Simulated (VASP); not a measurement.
# CdS (R3m) in VASP: further runs

CdS is run at these levels: PBEsol; tasks: single point.

All numbers are computed with VASP 6.6.1; they aren't measurements. Logs are shortened: lines on timing, memory, paths and dates and some standing lists are left out, and cuts for length are marked.

## 1. The cell of the first run

It takes space group R3m (No. 160, trigonal). Conventional cell: a = 4.001 Å, b = 4.001 Å, c = 10.357 Å, α = 90.00°, β = 90.00°, γ = 120.00°. Cd (site symmetry 3m) has 4 S at 2.50 Å within 3.3 Å. Within 3.3 Å of S (site symmetry 3m) lie 4 Cd at 2.50 Å.

## 2. Single point, PBEsol

INCAR reads:

```
SYSTEM = CdS
PREC     = Accurate       ! precision mode
ENCUT    = 520            ! plane-wave cutoff, eV
EDIFF    = 1E-6           ! SCF threshold, eV
ISMEAR   = 0              ! smearing method
SIGMA    = 0.02           ! smearing width, eV
LREAL    = .False.        ! projectors in reciprocal space
LASPH    = .True.         ! aspherical terms in the spheres
NELM     = 100            ! most SCF steps
ALGO     = Normal         ! electronic algorithm
ISIF     = 2              ! what is computed and relaxed
LWAVE    = .False.        ! write WAVECAR
LCHARG   = .True.         ! write CHGCAR
GGA      = PS             ! functional
LELF     = .True.         ! ELF
LVHAR    = .True.       
ISYM     = 0            
NBANDS   = 16             ! bands
```

KPOINTS reads:

```
regular mesh
0
Gamma
  9 9 10
  0 0 0
```

POSCAR reads:

```
CdS
1.0
    4.0010046237      0.0000000000     -0.0000058500
   -2.0005023119      3.4649716448      0.0000058500
    2.0004972218     -1.1549876095      3.4522565087
Cd S
1 1
Direct
   -0.0041361822      0.0041361822      0.0124094513
    0.7541361822      0.2458638178      0.7375905487
```

Potentials or basis: VASP PAW PBE potentials, release 64 (Cd, S).

Command:

```sh
cat potpaw_PBE.64/Cd/POTCAR potpaw_PBE.64/S/POTCAR > POTCAR
mpirun -np 1 vasp_std > vasp.out
```

OUTCAR:

```text
SYSTEM = CdS
   PREC = Accurate
   ENCUT = 520
   EDIFF = 1E-6
   ISMEAR = 0
   LREAL = .False.
   LASPH = .True.
   NELM = 100
   ISIF = 2
   GGA = PS
   ISYM = 0

 ion  position               nearest neighbor table
   1  0.996  0.004  0.012-   2 2.50   2 2.50   2 2.50   2 2.50
   2  0.754  0.246  0.738-   1 2.50   1 2.50   1 2.50   1 2.50

IMPORTANT INFORMATION: All symmetrisations will be switched off!
NOSYMM: (Re-)initialisation of all symmetry stuff for point group C_1.

----------------------------------------------------------------------------------------

                                     Primitive cell

  volume of cell :      47.8600

  direct lattice vectors                    reciprocal lattice vectors
     4.001004624  0.000000000 -0.000005850     0.249937086  0.144301407 -0.096554850
    -2.000502312  3.464971645  0.000005850     0.000000141  0.288602569  0.096554850
     2.000497222 -1.154987610  3.452256509     0.000000424 -0.000000245  0.289665286

  length of vectors
     4.001004624  4.001004624  4.153800731     0.304325947  0.304325947  0.289665286

  position of ions in fractional coordinates (direct lattice)
     0.995863818  0.004136182  0.012409451
     0.754136182  0.245863818  0.737590549

  ion indices of the primitive-cell ions
   primitive index   ion index
                 1           1
                 2           2

----------------------------------------------------------------------------------------

 KPOINTS: regular mesh

Automatic generation of k-mesh.
 Grid dimensions read from file:
 generate k-points for:    9    9   10

 Generating k-lattice:

  Cartesian coordinates                     Fractional coordinates (reciprocal lattice)
     0.027770787  0.016033490 -0.010728317     0.111111111  0.000000000  0.000000000
     0.000000016  0.032066952  0.010728317     0.000000000  0.111111111  0.000000000
     0.000000042 -0.000000024  0.028966529    -0.000000000  0.000000000  0.100000000

  Length of vectors
     0.033813994  0.033813994  0.028966529

  Shift w.r.t. Gamma in fractional coordinates (k-lattice)
     0.000000000  0.000000000  0.000000000

 -----------------------------------------------------------------------------
|                                                                             |
|           W    W    AA    RRRRR   N    N  II  N    N   GGGG   !!!           |
|           W    W   A  A   R    R  NN   N  II  NN   N  G    G  !!!           |
|           W    W  A    A  R    R  N N  N  II  N N  N  G       !!!           |
|           W WW W  AAAAAA  RRRRR   N  N N  II  N  N N  G  GGG   !            |
|           WW  WW  A    A  R   R   N   NN  II  N   NN  G    G                |
|           W    W  A    A  R    R  N    N  II  N    N   GGGG   !!!           |
|                                                                             |
|     Your reciprocal lattice and k-lattice belong to different lattice       |
|     classes:                                                                |
|                                                                             |
|        The reciprocal lattice is rhombohedral (trigonal),                   |
|        whereas your k-lattice is base-centered monoclinic.                  |
|                                                                             |
|     Results are often still useful ...                                      |
|                                                                             |
 -----------------------------------------------------------------------------

 WARNING: IBZKPT: internal override: KBLOWUP is changed to .FALSE.
      ... skipping the blow-up phase ...

 Subroutine IBZKPT returns following result:
 ===========================================

 Found    406 irreducible k-points:

 Following reciprocal coordinates:
            Coordinates               Weight
  0.000000  0.000000  0.000000      1.000000
  0.111111  0.000000  0.000000      2.000000
  0.222222  0.000000 -0.000000      2.000000
  0.333333  0.000000  0.000000      2.000000
  0.444444  0.000000 -0.000000      2.000000
  0.000000  0.111111  0.000000      2.000000
[... 16 lines left out ...]
 -0.111111  0.222222  0.000000      2.000000
  0.000000  0.333333  0.000000      2.000000
 [... further k-points ...]
   k-points           NKPTS =    406   k-points in BZ     NKDIM =    406   number of bands    NBANDS=     16
   number of dos      NEDOS =    301   number of ions     NIONS =      2
   total plane-waves  NPLWV =  28800
   dimension x,y,z NGX =    30 NGY =   30 NGZ =   32
   dimension x,y,z NGXF=    60 NGYF=   60 NGZF=   64
   ions per type =               1   1
   NGX,Y,Z   is equivalent  to a cutoff of  12.47, 12.47, 12.81 a.u.
   NGXF,Y,Z  is equivalent  to a cutoff of  24.93, 24.93, 25.61 a.u.
 SYSTEM =  CdS
   PREC   = accura    normal or accurate (medium, high low for compatibility)
   ISTART =      0    job   : 0-new  1-cont  2-samecut
   ICHARG =      2    charge: 1-file 2-atom 10-const
   ISPIN  =      1    spin polarized calculation?
   LNONCOLLINEAR =      F non collinear calculations
   LSORBIT =      F    spin-orbit coupling
   LASPH  =      T    aspherical Exc in radial PAW
   ENCUT  =  520.0 eV  38.22 Ry    6.18 a.u.   7.44  7.44  7.72*2*pi/ulx,y,z
   NELM   =    100;   NELMIN=  2; NELMDL= -5     # of ELM steps
   EDIFF  = 0.1E-05   stopping-criterion for ELM
   LREAL  =      F    real-space projection
   EDIFFG = 0.1E-04   stopping-criterion for IOM
   NSW    =      0    number of steps for IOM
   IBRION =     -1    ionic relax: 0-MD 1-quasi-New 2-CG
   NFREE  =      0    steps in history (QN), initial steepest desc. (CG)
   ISIF   =      2    stress and relaxation
   ISYM   =      0    0-nonsym 1-usesym 2-fastsym
   POTIM  = 0.5000    time-step for ionic-motion
   TEBEG  =    0.0;   TEEND  =   0.0 temperature during run
   PSTRESS=    0.0 pullay stress
   NELECT =      18.0000    total number of electrons
   NUPDOWN=      -1.0000    fix difference up-down
   EMIN   =  10.00;   EMAX   =-10.00  energy-range for DOS
   EFERMI =   0.00;   METHOD = LEGACY
   ISMEAR =     0;   SIGMA  =   0.02  broadening in eV -4-tet -1-fermi 0-gaus
   EFERMI_NEDOS =   21; number of points for ismear=-14 and -15
   IALGO  =     38    algorithm
   IMIX   =      4    mixing-type and parameters
     AMIX     =   0.40;   BMIX     =  1.00
     AMIX_MAG =   1.60;   BMIX_MAG =  1.00
  volume/ion in A,a.u.               =      23.93       161.49
  Fermi-wavevector in a.u.,A,eV,Ry     =   1.181703  2.233094 18.999466  1.396421
  Thomas-Fermi vector in A             =   2.317971
   LORBIT       =      0    0 simple, 1 ext, 2 COOP (PROOUT), +10 PAW based schemes
   GGA     = PS    functional components
   LHFCALC =     F    Hartree Fock is set to
   AEXX    =    0.0000 exact exchange contribution
   IVDW    =     0    specifies the selected vdW correction
   LEPSILON=     F    determine dielectric tensor
   LRPA    =     F    only Hartree local field effects (RPA)
 non-spin polarized calculation
 Gauss-broadening in eV      SIGMA  =   0.02
  energy-cutoff  :      520.00
  volume of cell :       47.86
 maximum number of plane-waves:      1314
 NGX is ok and might be reduce to    30
   NGX = 15   NGY = 15   NGZ = 15

 number of electron      17.9999999 magnetization

 Free energy of the ion-electron system (eV)
  ---------------------------------------------------
  ext. energy  EPLUGINS =         0.00000000
  ---------------------------------------------------
  free energy    TOTEN  =        -6.78389857 eV

  energy without entropy =       -6.78389857  energy(sigma->0) =       -6.78389857

 E-fermi :   1.7112     XC(G=0):  -9.5536

 val. band max:        1.6068971634   @ k =   0.0000   0.0000   0.0000
 cond. band min:       2.5661672787   @ k =   0.0000   0.0000   0.0000
 fundamental gap:      0.9592701153
 Fermi energy:         1.7111508012

 k-point     1 :       0.0000    0.0000    0.0000
  band No.  band energies     occupation
      1     -11.0757      2.00000
      2      -6.3721      2.00000
      3      -6.3208      2.00000
      4      -6.3208      2.00000
      5      -5.8073      2.00000
      6      -5.8073      2.00000
[... 8 lines left out ...]
     15      13.0258      0.00000
     16      13.0259      0.00000

 k-point     2 :       0.1111    0.0000    0.0000
  band No.  band energies     occupation
      1     -11.0187      2.00000
      2      -6.3516      2.00000
      3      -6.3019      2.00000
      4      -6.2789      2.00000
      5      -5.8104      2.00000
      6      -5.8070      2.00000
[... 8 lines left out ...]
     15      12.5116      0.00000
     16      13.4345      0.00000

 k-point     3 :       0.2222    0.0000   -0.0000
  band No.  band energies     occupation
      1     -10.8735      2.00000
      2      -6.2996      2.00000
      3      -6.2593      2.00000
      4      -6.1302      2.00000
      5      -5.8121      2.00000
      6      -5.7989      2.00000
[... 8 lines left out ...]
     15      12.2608      0.00000
     16      12.8223      0.00000

 k-point     4 :       0.3333    0.0000    0.0000
  band No.  band energies     occupation
      1     -10.7080      2.00000
      2      -6.2486      2.00000
      3      -6.2231      2.00000
      4      -5.8428      2.00000
      5      -5.7841      2.00000
      6      -5.7737      2.00000
[... 8 lines left out ...]
     15      12.3978      0.00000
     16      12.9584      0.00000
[... 324 lines left out ...]
 k-point    22 :      -0.2222    0.2222    0.0000
  band No.  band energies     occupation
      1     -10.8140      2.00000
      2      -6.2392      2.00000
      3      -6.1857      2.00000
      4      -6.1731      2.00000
      5      -5.8400      2.00000
      6      -5.7664      2.00000
[... 8 lines left out ...]
     15      13.3272      0.00000
     16      15.7727      0.00000

 k-point    23 :      -0.1111    0.2222    0.0000
  band No.  band energies     occupation
      1     -10.8876      2.00000
      2      -6.2887      2.00000
      3      -6.2518      2.00000
      4      -6.1794      2.00000
      5      -5.8300      2.00000
      6      -5.7850      2.00000
[... 8 lines left out ...]
     15      12.8296      0.00000
     16      14.1548      0.00000

 k-point    24 :       0.0000    0.3333    0.0000
  band No.  band energies     occupation
      1     -10.7080      2.00000
      2      -6.2486      2.00000
      3      -6.2231      2.00000
      4      -5.8428      2.00000
      5      -5.7841      2.00000
      6      -5.7737      2.00000
[... 8 lines left out ...]
     15      12.3978      0.00000
     16      12.9584      0.00000

 [... further k-points ...]
[... 5 lines left out ...]
  --------------------------------------------------------------------------------------
  -------------------------------------------------------------------------------------
  Total        0.9992643      0.9993135      0.1187708      0.0000450     -0.0000525      0.0000889
  in kB       33.4517379     33.4533832      3.9760135      0.0015064     -0.0017568      0.0029746
  external PRESSURE =      23.6270449 kB  Pullay stress =       0.0000000 kB

 VOLUME and BASIS-vectors are now :
 -----------------------------------------------------------------------------
  energy-cutoff  :      520.00
  volume of cell :       47.86
      direct lattice vectors                 reciprocal lattice vectors
     4.001004624  0.000000000 -0.000005850     0.249937086  0.144301407 -0.096554850
    -2.000502312  3.464971645  0.000005850     0.000000141  0.288602569  0.096554850
     2.000497222 -1.154987610  3.452256509     0.000000424 -0.000000245  0.289665286

 POSITION                                       TOTAL-FORCE (eV/Angst)
 -----------------------------------------------------------------------------------
      4.00101     -0.00000      0.04283         0.000084     -0.000049      0.009117
      4.00100      0.00000      2.54635        -0.000084      0.000049     -0.009117
 -----------------------------------------------------------------------------------
    total drift:                               -0.000023      0.000013      0.000130

  FREE ENERGIE OF THE ION-ELECTRON SYSTEM (eV)
  ---------------------------------------------------
  free  energy   TOTEN  =        -6.7838985657 eV

  energy  without entropy=       -6.7838985657  energy(sigma->0) =       -6.78389857
```

Run time: 3.9 min. Hardware: 1 thread of Intel Xeon 6975P-C, shared host; peak memory 0.42 GiB.

Results:

| Quantity | Value |
| --- | --- |
| Free energy | -6.7839 eV |
| Pressure | 2.4 GPa |
| Largest force | 0.009 eV/Å |
| Band gap on the k mesh | 0.96 eV, direct |

Forces in eV/Å, atoms in the order of the input:
```
Cd   0.000  0.000  0.009
S    0.000  0.000 -0.009
```

Levels at points of the mesh, in eV from the valence-band top:
| k point | band 7 | band 8 | band 9 | band 10 | band 11 | band 12 |
| --- | --- | --- | --- | --- | --- | --- |
| (0.00, 0.00, 0.00) | -0.26 | 0.00 | 0.00 | 0.96 | 5.96 | 6.61 |
| (0.00, 0.00, 0.50) | -4.95 | -0.76 | -0.76 | 3.22 | 7.11 | 7.17 |

Caveat: the PAW data sets were made with another functional, which shifts forces and pressure a little.

## 3. Single point, PBEsol

This run uses another cell than the first one, of 24.13 Å³/atom, 1.008 times its volume.

INCAR reads:

```
  PREC = Accurate
  ENCUT = 520
  EDIFF = 1E-6
  ISMEAR = 0
  SIGMA = 0.02
  LREAL = F
  LASPH = T
  NELM = 80
  ALGO = Normal
  ISIF = 2
  LWAVE = F
  LCHARG = F
  GGA = PS
  NBANDS = 16
  ISYM = 0
```

KPOINTS reads:

```
Automatic mesh
0
Gamma
  9 9 10
```

POSCAR reads:

```
CdS
1.0
    4.0010046237      0.0000000000      0.0000000000
   -2.0005023119      3.4649716448      0.0000000000
    2.0005023119     -1.1549905483      3.4812698133
Cd S
1 1
Direct
    0.0000000000      0.0000000000      0.0000000000
    0.7500000000      0.2500000000      0.7500000000
```

Potentials or basis: VASP PAW PBE potentials, release 64 (Cd, S).

Command:

```sh
cat potpaw_PBE.64/Cd/POTCAR potpaw_PBE.64/S/POTCAR > POTCAR
mpirun -np 1 vasp_std > vasp.out
```

It took 4.7 min on 1 thread of Intel Xeon 6975P-C, shared host; peak memory 0.42 GiB.

The run converged. Its results:

```
Free energy            : -6.7595 eV
Pressure               : 2.4 GPa
Largest force          : 0.460 eV/Å
Band gap on the k mesh : 0.97 eV, direct
```

Forces on the atoms (eV/Å):
```
Cd   0.000  0.000  0.460
S    0.000  0.000 -0.460
```

Stress tensor (GPa, compression positive):
```
 4.66  0.00  0.00
 0.00  4.67  0.00
 0.00  0.00 -2.23
```

Levels at points of the mesh, in eV from the valence-band top:
```
           k point  band 7  band 8  band 9  band 10  band 11  band 12
(0.00, 0.00, 0.00)   -0.25    0.00    0.00     0.97     5.86     6.65
(0.00, 0.00, 0.50)   -4.70   -0.66   -0.66     3.13     6.99     7.12
```

Caveat: the PAW data sets were made with another functional, which shifts forces and pressure a little.
